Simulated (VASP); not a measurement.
Write the native input for VASP 6.6.1 that does the following.

```yaml
Task: single point
Functional: LDA
Potentials_or_basis: VASP PAW LDA potentials, release 64 (H)
Cutoff: 520 eV
k_mesh: 10 × 10 × 26
Occupations: gaussian, width 0.05 eV
Spin: no spin polarisation
Dipole_correction: no
Further_INCAR_settings: ALGO = Normal; EDIFF = 1e-06; NBANDS = 6
```

The structure of H lies in POSCAR:

```
H
1.0
    2.6496387389      0.0000000000      0.0000000000
    0.0000000000      2.6496387389     -0.0132481937
    0.0000000000     -0.0049024646      0.9804929200
H
1
Direct
    0.0000000000      0.0000000000      0.5000000000
```

This cell differs from its parent crystal: strain -0.0100 x Voigt [0, 0, 0, 1, 0, 0].

One way to write it, as run:

INCAR

```
  ALGO = Normal
  EDIFF = 1E-6
  ENCUT = 520
  ISIF = 2
  ISMEAR = 0
  LASPH = True
  LCHARG = True
  LELF = True
  LREAL = False
  LVHAR = True
  LWAVE = False
  NBANDS = 6
  NELM = 100
  PREC = Accurate
  SIGMA = 0.05
```

KPOINTS

```
k-points
0
Gamma
  10 10 26
```

Potentials or basis: VASP PAW LDA potentials, release 64 (H).

Run with:

```sh
$ cat potpaw_LDA.64/H/POTCAR > POTCAR
$ mpirun -np 1 vasp_std > vasp.out
```

Results of the run:

```yaml
Pressure: 1.3 GPa
```

Caveat: the cell differs from its parent crystal (strain -0.0100 x Voigt [0, 0, 0, 1, 0, 0]).

It took 10 s on 1 thread of Intel(R) Xeon(R) 6975P-C (Granite Rapids) (shared host), peak memory 0.13 GiB.
